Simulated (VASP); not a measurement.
# Zr3Si2F (P6/mmm) in VASP: notebook

The runs below take Zr3Si2F through single point, with PBE.

Program: VASP 6.6.1. These are calculated values, not measurements. Logs are shortened: lines on timing, memory, paths and dates and some standing lists are left out, and cuts for length are marked.

### 1 The cell of the first run

The structure is hexagonal, space group P6/mmm (No. 191). The conventional cell has a = 5.024 Å, b = 5.024 Å, c = 4.644 Å, α = 90.00°, β = 90.00°, γ = 120.00°. Zr (site symmetry mmm) has 4 Zr at 2.51 Å and 2 F at 2.51 Å and 4 Si at 2.86 Å within 3.3 Å. Si (site symmetry 6mm) has 1 F at 1.37 Å within 1.8 Å. Within 1.8 Å of F (site symmetry 6/mmm) lie 2 Si at 1.37 Å.

The cell was built from a structure type or drawn by symmetry, and may not be a known phase.

### 2 Single point, PBE

Input file INCAR:

```
SYSTEM = Zr3Si2F
  PREC = Accurate
  ENCUT = 520
  EDIFF = 1E-7
  ISMEAR = 0
  SIGMA = 0.1
  LREAL = .FALSE.
  LASPH = .TRUE.
  NELM = 80
  ALGO = Normal
  ISIF = 2
  LWAVE = .FALSE.
  LCHARG = .FALSE.
  GGA = PE
  NBANDS = 34
```

Input file KPOINTS:

```
regular mesh
0
G
  6 6 4
  0 0 0
```

Input file POSCAR:

```
Zr3Si2F
1.0
    5.0239201000      0.0000000000      0.0000000000
   -2.5119600500      4.3508424300      0.0000000000
    0.0000000000      0.0000000000      4.6443380300
Zr Si F
3 2 1
Direct
    0.5000000000      0.0000000000      0.5000000000
    0.0000000000      0.5000000000      0.5000000000
    0.5000000000      0.5000000000      0.5000000000
    0.0000000000      0.0000000000      0.7954001700
    0.0000000000      0.0000000000      0.2045998300
    0.0000000000      0.0000000000      0.5000000000
```

Potentials or basis: VASP PAW PBE potentials, release 64 (Zr_sv, Si, F).

The run is started by

```sh
$ cat potpaw_PBE.64/Zr_sv/POTCAR potpaw_PBE.64/Si/POTCAR potpaw_PBE.64/F/POTCAR > POTCAR
$ mpirun -np 1 vasp_std > vasp.out
```

OUTCAR:

```text
SYSTEM = Zr3Si2F
   PREC = Accurate
   ENCUT = 520
   EDIFF = 1E-7
   ISMEAR = 0
   LREAL = .FALSE.
   LASPH = .TRUE.
   NELM = 80
   ISIF = 2
   GGA = PE

 ion  position               nearest neighbor table
   1  0.500  0.000  0.500-   2 2.51   3 2.51   3 2.51   2 2.51   6 2.51   6 2.51   4 2.86   5 2.86
                             4 2.86   5 2.86
   2  0.000  0.500  0.500-   1 2.51   6 2.51   6 2.51   1 2.51   3 2.51   3 2.51   5 2.86   5 2.86
                             4 2.86   4 2.86
   3  0.500  0.500  0.500-   1 2.51   6 2.51   1 2.51   6 2.51   2 2.51   2 2.51   4 2.86   4 2.86
                             5 2.86   5 2.86
   4  0.000  0.000  0.795-   6 1.37   5 1.90   5 2.74   3 2.86   2 2.86   2 2.86   3 2.86   1 2.86
                             1 2.86
   5  0.000  0.000  0.205-   6 1.37   4 1.90   4 2.74   2 2.86   3 2.86   2 2.86   3 2.86   1 2.86
                             1 2.86
   6  0.000  0.000  0.500-   4 1.37   5 1.37   2 2.51   3 2.51   2 2.51   3 2.51   1 2.51   1 2.51

  LATTYP: Found a hexagonal cell.
 ALAT       =     5.0239201000
 C/A-ratio  =     0.9244450424

  Lattice vectors:

 A1 = (   5.0239201000,   0.0000000000,   0.0000000000)
 A2 = (  -2.5119600500,   4.3508424300,   0.0000000000)
 A3 = (   0.0000000000,   0.0000000000,   4.6443380300)

Analysis of symmetry for initial positions (statically):
=====================================================================
 Subroutine PRICEL returns:
 Original cell was already a primitive cell.

 Routine SETGRP: Setting up the symmetry group for a
 hexagonal supercell.

 Subroutine GETGRP returns: Found 24 space group operations
 (whereof 24 operations were pure point group operations)
 out of a pool of 24 trial point group operations.

The static configuration has the point symmetry D_6h.

Analysis of symmetry for dynamics (positions and initial velocities):
=====================================================================
 Subroutine PRICEL returns:
 Original cell was already a primitive cell.

 Routine SETGRP: Setting up the symmetry group for a
 hexagonal supercell.

 Subroutine GETGRP returns: Found 24 space group operations
 (whereof 24 operations were pure point group operations)
 out of a pool of 24 trial point group operations.

The dynamic configuration has the point symmetry D_6h.

 Subroutine INISYM returns: Found 24 space group operations
 (whereof 24 operations are pure point group operations),
 and found     1 'primitive' translations

----------------------------------------------------------------------------------------

                                     Primitive cell

  volume of cell :     101.5173

  direct lattice vectors                    reciprocal lattice vectors
     5.023920100  0.000000000  0.000000000     0.199047752  0.114920273  0.000000000
    -2.511960050  4.350842430  0.000000000     0.000000000  0.229840546  0.000000000
     0.000000000  0.000000000  4.644338030     0.000000000  0.000000000  0.215315938

  length of vectors
     5.023920100  5.023920097  4.644338030     0.229840546  0.229840546  0.215315938

  position of ions in fractional coordinates (direct lattice)
     0.500000000  0.000000000  0.500000000
     0.000000000  0.500000000  0.500000000
     0.500000000  0.500000000  0.500000000
     0.000000000  0.000000000  0.795400170
     0.000000000  0.000000000  0.204599830
     0.000000000  0.000000000  0.500000000

  ion indices of the primitive-cell ions
   primitive index   ion index
                 1           1
                 2           2
                 3           3
                 4           4
                 5           5
                 6           6

----------------------------------------------------------------------------------------

 KPOINTS: regular mesh

Automatic generation of k-mesh.
 Grid dimensions read from file:
 generate k-points for:    6    6    4

 Generating k-lattice:

  Cartesian coordinates                     Fractional coordinates (reciprocal lattice)
     0.033174625  0.019153379  0.000000000     0.166666667  0.000000000  0.000000000
     0.000000000  0.038306758  0.000000000     0.000000000  0.166666667  0.000000000
     0.000000000  0.000000000  0.053828985     0.000000000  0.000000000  0.250000000

  Length of vectors
     0.038306758  0.038306758  0.053828985

  Shift w.r.t. Gamma in fractional coordinates (k-lattice)
     0.000000000  0.000000000  0.000000000

 Subroutine IBZKPT returns following result:
 ===========================================

 Found     21 irreducible k-points:

 Following reciprocal coordinates:
            Coordinates               Weight
  0.000000  0.000000  0.000000      1.000000
  0.166667  0.000000  0.000000      6.000000
  0.333333  0.000000  0.000000      6.000000
  0.500000  0.000000  0.000000      3.000000
  0.166667  0.166667  0.000000      6.000000
  0.333333  0.166667  0.000000     12.000000
[... 13 lines left out ...]
  0.333333  0.166667  0.500000     12.000000
  0.333333  0.333333  0.500000      2.000000
   k-points           NKPTS =     21   k-points in BZ     NKDIM =     21   number of bands    NBANDS=     34
   number of dos      NEDOS =    301   number of ions     NIONS =      6
   total plane-waves  NPLWV =  57600
   dimension x,y,z NGX =    40 NGY =   40 NGZ =   36
   dimension x,y,z NGXF=    80 NGYF=   80 NGZF=   72
   ions per type =               3   2   1
   NGX,Y,Z   is equivalent  to a cutoff of  13.24, 13.24, 12.89 a.u.
   NGXF,Y,Z  is equivalent  to a cutoff of  26.47, 26.47, 25.77 a.u.
 SYSTEM =  Zr3Si2F
   PREC   = accura    normal or accurate (medium, high low for compatibility)
   ISTART =      0    job   : 0-new  1-cont  2-samecut
   ICHARG =      2    charge: 1-file 2-atom 10-const
   ISPIN  =      1    spin polarized calculation?
   LNONCOLLINEAR =      F non collinear calculations
   LSORBIT =      F    spin-orbit coupling
   LASPH  =      T    aspherical Exc in radial PAW
   ENCUT  =  520.0 eV  38.22 Ry    6.18 a.u.   9.34  9.34  8.64*2*pi/ulx,y,z
   NELM   =     80;   NELMIN=  2; NELMDL= -5     # of ELM steps
   EDIFF  = 0.1E-06   stopping-criterion for ELM
   LREAL  =      F    real-space projection
   EDIFFG = 0.1E-05   stopping-criterion for IOM
   NSW    =      0    number of steps for IOM
   IBRION =     -1    ionic relax: 0-MD 1-quasi-New 2-CG
   NFREE  =      0    steps in history (QN), initial steepest desc. (CG)
   ISIF   =      2    stress and relaxation
   ISYM   =      2    0-nonsym 1-usesym 2-fastsym
   POTIM  = 0.5000    time-step for ionic-motion
   TEBEG  =    0.0;   TEEND  =   0.0 temperature during run
   PSTRESS=    0.0 pullay stress
   NELECT =      51.0000    total number of electrons
   NUPDOWN=      -1.0000    fix difference up-down
   EMIN   =  10.00;   EMAX   =-10.00  energy-range for DOS
   EFERMI =   0.00;   METHOD = LEGACY
   ISMEAR =     0;   SIGMA  =   0.10  broadening in eV -4-tet -1-fermi 0-gaus
   EFERMI_NEDOS =   21; number of points for ismear=-14 and -15
   IALGO  =     38    algorithm
   IMIX   =      4    mixing-type and parameters
     AMIX     =   0.40;   BMIX     =  1.00
     AMIX_MAG =   1.60;   BMIX_MAG =  1.00
  volume/ion in A,a.u.               =      16.92       114.18
  Fermi-wavevector in a.u.,A,eV,Ry     =   1.301422  2.459332 23.044189  1.693700
  Thomas-Fermi vector in A             =   2.432557
   LORBIT       =      0    0 simple, 1 ext, 2 COOP (PROOUT), +10 PAW based schemes
   GGA     = PE    functional components
   LHFCALC =     F    Hartree Fock is set to
   AEXX    =    0.0000 exact exchange contribution
   IVDW    =     0    specifies the selected vdW correction
   LEPSILON=     F    determine dielectric tensor
   LRPA    =     F    only Hartree local field effects (RPA)
 non-spin polarized calculation
 Gauss-broadening in eV      SIGMA  =   0.10
  energy-cutoff  :      520.00
  volume of cell :      101.52
 maximum number of plane-waves:      2777
 NGX is ok and might be reduce to    40
   NGX = 19   NGY = 19   NGZ = 17

 number of electron      51.0000014 magnetization

 Free energy of the ion-electron system (eV)
  ---------------------------------------------------
  ext. energy  EPLUGINS =         0.00000000
  ---------------------------------------------------
  free energy    TOTEN  =       -21.90762422 eV

  energy without entropy =      -21.89241082  energy(sigma->0) =      -21.90001752

 E-fermi :   9.2534     XC(G=0): -10.8082

 val. band max:        9.2370051530   @ k =   0.3333   0.3333   0.0000
 cond. band min:       9.2886313636   @ k =   0.3333   0.3333   0.2500
 fundamental gap:      0.0516262107
 Fermi energy:         9.2534043646

 k-point     1 :       0.0000    0.0000    0.0000
  band No.  band energies     occupation
      1     -39.5671      2.00000
      2     -38.6274      2.00000
      3     -38.6274      2.00000
      4     -25.5655      2.00000
      5     -19.8804      2.00000
      6     -18.6013      2.00000
[... 26 lines left out ...]
     33      14.0027      0.00000
     34      14.2763      0.00000

 k-point     2 :       0.1667    0.0000    0.0000
  band No.  band energies     occupation
      1     -39.5160      2.00000
      2     -38.6886      2.00000
      3     -38.6285      2.00000
      4     -25.5858      2.00000
      5     -19.6802      2.00000
      6     -18.5070      2.00000
[... 26 lines left out ...]
     33      13.5026      0.00000
     34      13.8191      0.00000

 k-point     3 :       0.3333    0.0000    0.0000
  band No.  band energies     occupation
      1     -39.3817      2.00000
      2     -38.8433      2.00000
      3     -38.6306      2.00000
      4     -25.6257      2.00000
      5     -19.2314      2.00000
      6     -18.1863      2.00000
[... 26 lines left out ...]
     33      12.2469      0.00000
     34      13.8646      0.00000
[... 593 lines left out ...]
 k-point    20 :       0.3333    0.1667    0.5000
  band No.  band energies     occupation
      1     -39.2714      2.00000
      2     -38.9620      2.00000
      3     -38.6328      2.00000
      4     -25.6370      2.00000
      5     -18.8878      2.00000
      6     -18.0663      2.00000
[... 26 lines left out ...]
     33      12.6619      0.00000
     34      12.9034      0.00000

 k-point    21 :       0.3333    0.3333    0.5000
  band No.  band energies     occupation
      1     -39.1185      2.00000
      2     -39.1185      2.00000
      3     -38.6348      2.00000
      4     -25.6460      2.00000
      5     -18.3204      2.00000
      6     -18.3204      2.00000
[... 26 lines left out ...]
     33      12.5662      0.00000
     34      13.2478      0.00000

------------------------ aborting loop because EDIFF is reached ----------------------------------------

  FORCE on cell =-STRESS in cart. coord.  units (eV):
  Direction    XX          YY          ZZ          XY          YZ          ZX
  --------------------------------------------------------------------------------------
  -------------------------------------------------------------------------------------
  Total       29.6469979     29.6469979     80.6252377     -0.0000000      0.0000000      0.0000000
  in kB      467.8982324    467.8982318   1272.4528235     -0.0000000      0.0000000      0.0000000
  external PRESSURE =     736.0830959 kB  Pullay stress =       0.0000000 kB

 VOLUME and BASIS-vectors are now :
 -----------------------------------------------------------------------------
  energy-cutoff  :      520.00
  volume of cell :      101.52
      direct lattice vectors                 reciprocal lattice vectors
     5.023920100  0.000000000  0.000000000     0.199047752  0.114920273  0.000000000
    -2.511960050  4.350842430  0.000000000     0.000000000  0.229840546  0.000000000
     0.000000000  0.000000000  4.644338030     0.000000000  0.000000000  0.215315938

 POSITION                                       TOTAL-FORCE (eV/Angst)
 -----------------------------------------------------------------------------------
      2.51196      0.00000      2.32217         0.000000      0.000000      0.000000
     -1.25598      2.17542      2.32217         0.000000      0.000000      0.000000
      1.25598      2.17542      2.32217         0.000000      0.000000      0.000000
      0.00000      0.00000      3.69411         0.000000      0.000000     12.477813
      0.00000      0.00000      0.95023        -0.000000     -0.000000    -12.477813
      0.00000      0.00000      2.32217         0.000000      0.000000      0.000000
 -----------------------------------------------------------------------------------
    total drift:                               -0.000000      0.000000     -0.000000

  FREE ENERGIE OF THE ION-ELECTRON SYSTEM (eV)
  ---------------------------------------------------
  free  energy   TOTEN  =       -21.9076242180 eV

  energy  without entropy=      -21.8924108202  energy(sigma->0) =      -21.90001752
```

Run time: 41 s. Hardware: 1 thread of Intel Xeon 6975P-C (Granite Rapids), shared host; peak memory 0.25 GiB.

What came out:

| Property | Result |
| --- | --- |
| Free energy | -21.9076 eV |
| Pressure | 73.6 GPa |
| Largest force | 12.478 eV/Å |
| Band gap on the k mesh | zero (an odd number of electrons rules out a gap without spin polarisation) |

Forces in eV/Å, atoms in the order of the input:
```
Zr    0.000   0.000   0.000
Zr    0.000   0.000   0.000
Zr    0.000   0.000   0.000
Si    0.000   0.000  12.478
Si    0.000   0.000 -12.478
F     0.000   0.000   0.000
```

Stress tensor (GPa, compression positive):
```
 46.79   0.00   0.00
  0.00  46.79   0.00
  0.00   0.00 127.25
```

Levels at points of the mesh, in eV from the Fermi level:
| k point | band 21 | band 22 | band 23 | band 24 | band 25 | band 26 | band 27 | band 28 | band 29 | band 30 |
| --- | --- | --- | --- | --- | --- | --- | --- | --- | --- | --- |
| (0.00, 0.00, 0.00) | -2.60 | -2.57 | -2.57 | -2.18 | -1.38 | -1.38 | -1.25 | -1.16 | 1.71 | 1.71 |
| (0.50, 0.00, 0.00) | -2.10 | -1.73 | -1.23 | -0.58 | -0.46 | -0.31 | 0.18 | 1.27 | 1.58 | 2.11 |
| (0.00, 0.00, 0.50) | -3.70 | -2.96 | -2.51 | -2.51 | -0.09 | 0.81 | 2.85 | 2.85 | 3.21 | 3.21 |
| (0.50, 0.00, 0.50) | -2.24 | -2.09 | -0.90 | -0.43 | 0.41 | 1.05 | 1.12 | 1.24 | 1.39 | 1.41 |

Caveat: the cell stands under pressure; an odd number of electrons without spin polarisation forces a metal; a magnetic or distorted state may lie lower.

### 3 Single point, PBE

This run uses another cell than the first one, of 27.54 Å³/atom.

Input file INCAR:

```
PREC = Accurate ; ENCUT = 520
EDIFF = 1E-6 ; ISMEAR = 0
SIGMA = 0.1 ; LREAL = F
LASPH = T ; NELM = 60
ALGO = Normal ; ISIF = 2
LWAVE = F ; LCHARG = F
GGA = PE ; NBANDS = 34
```

Input file KPOINTS:

```
Automatic mesh
0
Gamma
  6 6 4
```

Input file POSCAR:

```
Zr3Si2F
1.0
    5.4817137027      0.0000000000      0.0000000000
   -2.7408568513      4.7473033228      0.0000000000
    0.0000000000      0.0000000000      6.3498856843
Zr Si F
3 2 1
Direct
    0.5000000000      0.0000000000      0.5000000000
    0.0000000000      0.5000000000      0.5000000000
    0.5000000000      0.5000000000      0.5000000000
    0.0000000000      0.0000000000      0.8140991632
    0.0000000000      0.0000000000      0.1859008368
    0.0000000000      0.0000000000      0.5000000000
```

Potentials or basis: VASP PAW PBE potentials, release 64 (Zr_sv, Si, F).

The run is started by

```sh
$ cat potpaw_PBE.64/Zr_sv/POTCAR potpaw_PBE.64/Si/POTCAR potpaw_PBE.64/F/POTCAR > POTCAR
$ mpirun -np 1 vasp_std > vasp.out
```

It took 96 s on 1 thread of Intel Xeon 6975P-C (Granite Rapids), shared host; peak memory 0.33 GiB.

The run converged. Its results:

```yaml
Free_energy: -34.0166 eV
Pressure: -0.2 GPa
Largest_force: 0.030 eV/Å
Band_gap_on_the_k_mesh: zero (an odd number of electrons rules out a gap without spin polarisation)
```

Forces in eV/Å, atoms in the order of the input:
```
Zr   0.000  0.000  0.000
Zr   0.000  0.000  0.000
Zr   0.000  0.000  0.000
Si   0.000  0.000  0.030
Si   0.000  0.000 -0.030
F    0.000  0.000  0.000
```

Stress tensor (GPa, compression positive):
```
-0.29  0.00  0.00
 0.00 -0.29  0.00
 0.00  0.00 -0.16
```

Levels at points of the mesh, in eV from the Fermi level:
```csv
k point,band 22,band 23,band 24,band 25,band 26,band 27,band 28,band 29,band 30,band 31
"(0.00, 0.00, 0.00)",-1.56,-1.56,-1.35,-1.35,-0.19,-0.19,-0.01,2.29,2.29,2.91
"(0.50, 0.00, 0.00)",-0.81,-0.71,-0.60,-0.43,0.00,0.83,1.19,1.65,1.74,1.84
"(0.00, 0.00, 0.50)",-1.67,-1.56,-1.56,-0.13,0.76,1.40,1.63,1.63,2.10,2.10
"(0.50, 0.00, 0.50)",-0.92,-0.51,-0.12,0.01,0.60,1.02,1.20,1.40,1.77,1.80
```

Caveat: an odd number of electrons without spin polarisation forces a metal; a magnetic or distorted state may lie lower.
